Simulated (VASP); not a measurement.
# Pb (Fm-3m) in VASP: further runs

Pb is run at these levels: PBE; tasks: single point.

Program: VASP 6.6.1. These are calculated values, not measurements. Logs are shortened: lines on timing, memory, paths and dates and some standing lists are left out, and cuts for length are marked.

### 1 The cell of the first run

The structure is cubic, space group Fm-3m (No. 225). The conventional cell has a = 5.005 Å, b = 5.005 Å, c = 5.005 Å, α = 90.00°, β = 90.00°, γ = 90.00°. Within 4.7 Å of Pb (site symmetry m-3m) lie 12 Pb at 3.54 Å.

### 2 Single point, PBE (volume scaled by 1.04)

Contents of INCAR:

```
  PREC = Accurate
  ENCUT = 520
  EDIFF = 1E-7
  ISMEAR = -1
  SIGMA = 0.08
  LREAL = False
  LASPH = True
  NELM = 100
  ALGO = Normal
  ISIF = 2
  LWAVE = False
  LCHARG = False
  GGA = PE
  NBANDS = 13
```

Contents of KPOINTS:

```
regular mesh
0
Gamma
  13 13 13
```

Contents of POSCAR:

```
Pb
1.0
    0.0000000000      2.5023010956      2.5023010956
    2.5023010956      0.0000000000      2.5023010956
    2.5023010956      2.5023010956      0.0000000000
Pb
1
Direct
    0.0000000000      0.0000000000      0.0000000000
```

Potentials or basis: VASP PAW PBE potentials, release 64 (Pb_d).

On the command line:

```sh
cat potpaw_PBE.64/Pb_d/POTCAR > POTCAR
mpirun -np 1 vasp_std > vasp.out
```

OUTCAR:

```text
PREC = Accurate
   ENCUT = 520
   EDIFF = 1E-7
   ISMEAR = -1
   LREAL = False
   LASPH = True
   NELM = 100
   ISIF = 2
   GGA = PE

 ion  position               nearest neighbor table
   1  0.000  0.000  0.000-

  LATTYP: Found a face centered cubic cell.
 ALAT       =     5.0046021912

  Lattice vectors:

 A1 = (   0.0000000000,   2.5023010956,   2.5023010956)
 A2 = (   2.5023010956,   0.0000000000,   2.5023010956)
 A3 = (   2.5023010956,   2.5023010956,   0.0000000000)

Analysis of symmetry for initial positions (statically):
=====================================================================
 Subroutine PRICEL returns:
 Original cell was already a primitive cell.

 Routine SETGRP: Setting up the symmetry group for a
 face centered cubic supercell.

 Subroutine GETGRP returns: Found 48 space group operations
[... 9 lines left out ...]

 Routine SETGRP: Setting up the symmetry group for a
 face centered cubic supercell.

 Subroutine GETGRP returns: Found 48 space group operations
[... 11 lines left out ...]
                                     Primitive cell

  volume of cell :      31.3364

  direct lattice vectors                    reciprocal lattice vectors
     0.000000000  2.502301096  2.502301096    -0.199816082  0.199816082  0.199816082
     2.502301096  0.000000000  2.502301096     0.199816082 -0.199816082  0.199816082
     2.502301096  2.502301096  0.000000000     0.199816082  0.199816082 -0.199816082

  length of vectors
     3.538788147  3.538788147  3.538788147     0.346091606  0.346091606  0.346091606

  position of ions in fractional coordinates (direct lattice)
     0.000000000  0.000000000  0.000000000

  ion indices of the primitive-cell ions
   primitive index   ion index
                 1           1

----------------------------------------------------------------------------------------

 KPOINTS: regular mesh

Automatic generation of k-mesh.
 Grid dimensions read from file:
 generate k-points for:   13   13   13

 Generating k-lattice:

  Cartesian coordinates                     Fractional coordinates (reciprocal lattice)
    -0.015370468  0.015370468  0.015370468     0.076923077  0.000000000  0.000000000
     0.015370468 -0.015370468  0.015370468     0.000000000  0.076923077  0.000000000
[... 53 lines left out ...]
   LNONCOLLINEAR =      F non collinear calculations
   LSORBIT =      F    spin-orbit coupling
   LASPH  =      T    aspherical Exc in radial PAW
   ENCUT  =  520.0 eV  38.22 Ry    6.18 a.u.   6.58  6.58  6.58*2*pi/ulx,y,z
   NELM   =    100;   NELMIN=  2; NELMDL= -5     # of ELM steps
   EDIFF  = 0.1E-06   stopping-criterion for ELM
   LREAL  =      F    real-space projection
   EDIFFG = 0.1E-05   stopping-criterion for IOM
   NSW    =      0    number of steps for IOM
   IBRION =     -1    ionic relax: 0-MD 1-quasi-New 2-CG
   NFREE  =      0    steps in history (QN), initial steepest desc. (CG)
   ISIF   =      2    stress and relaxation
   ISYM   =      2    0-nonsym 1-usesym 2-fastsym
   POTIM  = 0.5000    time-step for ionic-motion
   TEBEG  =    0.0;   TEEND  =   0.0 temperature during run
   PSTRESS=    0.0 pullay stress
   NELECT =      14.0000    total number of electrons
   NUPDOWN=      -1.0000    fix difference up-down
   EMIN   =  10.00;   EMAX   =-10.00  energy-range for DOS
   EFERMI =   0.00;   METHOD = LEGACY
   ISMEAR =    -1;   SIGMA  =   0.08  broadening in eV -4-tet -1-fermi 0-gaus
   EFERMI_NEDOS =   21; number of points for ismear=-14 and -15
   IALGO  =     38    algorithm
   IMIX   =      4    mixing-type and parameters
     AMIX     =   0.40;   BMIX     =  1.00
     AMIX_MAG =   1.60;   BMIX_MAG =  1.00
  volume/ion in A,a.u.               =      31.34       211.47
  Fermi-wavevector in a.u.,A,eV,Ry     =   1.251511  2.365013 21.310524  1.566279
  Thomas-Fermi vector in A             =   2.385455
   LORBIT       =      0    0 simple, 1 ext, 2 COOP (PROOUT), +10 PAW based schemes
   GGA     = PE    functional components
   LHFCALC =     F    Hartree Fock is set to
   AEXX    =    0.0000 exact exchange contribution
   IVDW    =     0    specifies the selected vdW correction
   LEPSILON=     F    determine dielectric tensor
   LRPA    =     F    only Hartree local field effects (RPA)
 non-spin polarized calculation
  energy-cutoff  :      520.00
  volume of cell :       31.34
 maximum number of plane-waves:       877
   NGX = 13   NGY = 13   NGZ = 13

 number of electron      14.0000001 magnetization

 Free energy of the ion-electron system (eV)
  ---------------------------------------------------
  ext. energy  EPLUGINS =         0.00000000
  ---------------------------------------------------
  free energy    TOTEN  =        -3.56638867 eV

  energy without entropy =       -3.55419366  energy(sigma->0) =       -3.56029117

 E-fermi :   6.9826     XC(G=0): -10.0277

 val. band max:        6.9428731607   @ k =  -0.2308   0.3077   0.0769
 cond. band min:       6.9913234282   @ k =   0.3846   0.2308   0.0769
 fundamental gap:      0.0484502675
 Fermi energy:         6.9826018792

 k-point     1 :       0.0000    0.0000    0.0000
  band No.  band energies     occupation
      1     -10.1302      2.00000
      2     -10.1302      2.00000
      3     -10.1302      2.00000
      4     -10.0041      2.00000
      5     -10.0041      2.00000
      6      -4.6161      2.00000
      7      14.0798      0.00000
      8      14.0798      0.00000
      9      14.0798      0.00000
     10      16.6597      0.00000
     11      17.8423      0.00000
     12      19.1644      0.00000
     13      19.1644      0.00000
[... 354 lines left out ...]
  band No.  band energies     occupation
      1     -10.1584      2.00000
      2     -10.0967      2.00000
      3     -10.0643      2.00000
      4      -9.9500      2.00000
      5      -9.8791      2.00000
      6      -1.4173      2.00000
      7       4.1476      2.00000
      8      10.0477      0.00000
      9      11.1443      0.00000
     10      14.5243      0.00000
     11      18.8165      0.00000
     12      19.8161      0.00000
     13      20.4445      0.00000

 [... further k-points ...]
[... 5 lines left out ...]
  --------------------------------------------------------------------------------------
  -------------------------------------------------------------------------------------
  Total        0.1654839      0.1654839      0.1654839     -0.0000000     -0.0000000      0.0000000
  in kB        8.4609200      8.4609200      8.4609200     -0.0000000     -0.0000000      0.0000000
  external PRESSURE =       8.4609200 kB  Pullay stress =       0.0000000 kB

 VOLUME and BASIS-vectors are now :
 -----------------------------------------------------------------------------
  energy-cutoff  :      520.00
  volume of cell :       31.34
      direct lattice vectors                 reciprocal lattice vectors
     0.000000000  2.502301096  2.502301096    -0.199816082  0.199816082  0.199816082
     2.502301096  0.000000000  2.502301096     0.199816082 -0.199816082  0.199816082
     2.502301096  2.502301096  0.000000000     0.199816082  0.199816082 -0.199816082

 POSITION                                       TOTAL-FORCE (eV/Angst)
 -----------------------------------------------------------------------------------
      0.00000      0.00000      0.00000         0.000000      0.000000      0.000000
 -----------------------------------------------------------------------------------
    total drift:                               -0.000000     -0.000000     -0.000000

  FREE ENERGIE OF THE ION-ELECTRON SYSTEM (eV)
  ---------------------------------------------------
  free  energy   TOTEN  =        -3.5663886713 eV

  energy  without entropy=       -3.5541936587  energy(sigma->0) =       -3.56029117
```

stdout:

```text
POSCAR found type information on POSCAR Pb
 POSCAR found :  1 types and       1 ions
 scaLAPACK will be used
 LDA part: xc-table for (Slater+PW92), standard interpolation
 POSCAR, INCAR and KPOINTS ok, starting setup
 FFT: planning ... GRIDC
 FFT: planning ... GRID_SOFT
 FFT: planning ... GRID
 WAVECAR not read
 entering main loop
```

Wall time 51 s (1 thread of Intel Xeon 6975P-C, shared host); peak memory 0.18 GiB.

What came out:

| Quantity | Value |
| --- | --- |
| Free energy | -3.5664 eV |
| Pressure | 0.8 GPa |
| Band gap on the k mesh | zero (band 7 reaches 14.08 eV, above the bottom of band 8 at 5.32 eV) |

Levels at points of the mesh, in eV from the Fermi level:
| k point | band 4 | band 5 | band 6 | band 7 | band 8 | band 9 | band 10 | band 11 |
| --- | --- | --- | --- | --- | --- | --- | --- | --- |
| (0.00, 0.00, 0.00) | -16.99 | -16.99 | -11.60 | 7.10 | 7.10 | 7.10 | 9.68 | 10.86 |

Caveat: the cell differs from its parent crystal (volume scaled by 1.04); spin-orbit coupling is left out, which moves the levels of the heavy elements.

### 3 Single point, PBE

This run uses another cell than the first one, of 30.13 Å³/atom, 0.962 times its volume.

Contents of INCAR:

```
PREC = Accurate ; ENCUT = 500
EDIFF = 1E-6 ; ISMEAR = 0
SIGMA = 0.05 ; LREAL = F
LASPH = T ; NELM = 120
ALGO = Normal ; ISIF = 2
LWAVE = F ; LCHARG = F
GGA = PE ; NBANDS = 13
GGA_COMPAT = F
```

Contents of KPOINTS:

```
Automatic mesh
0
Gamma
  13 13 13
```

Contents of POSCAR:

```
Pb
1.0
    0.0000000000      2.4698000000      2.4698000000
    2.4698000000      0.0000000000      2.4698000000
    2.4698000000      2.4698000000      0.0000000000
Pb
1
Direct
    0.0000000000      0.0000000000      0.0000000000
```

Potentials or basis: VASP PAW PBE potentials, release 64 (Pb_d).

On the command line:

```sh
cat potpaw_PBE.64/Pb_d/POTCAR > POTCAR
mpirun -np 1 vasp_std > vasp.out
```

Run time: 39 s. Hardware: 1 thread of AMD EPYC 7R13, shared host; peak memory 0.14 GiB.

The run converged. Its results:

```
Free energy            : -3.5470 eV
Pressure               : 2.6 GPa
Band gap on the k mesh : zero (band 7 reaches 14.82 eV, above the bottom of band 8 at 5.67 eV)
```

Levels at points of the mesh, in eV from the Fermi level:
```csv
k point,band 3,band 4,band 5,band 6,band 7,band 8,band 9,band 10,band 11,band 12
"(0.00, 0.00, 0.00)",-17.17,-17.02,-17.02,-11.89,7.38,7.38,7.38,9.68,11.33,12.44
```

Caveat: spin-orbit coupling is left out, which moves the levels of the heavy elements.
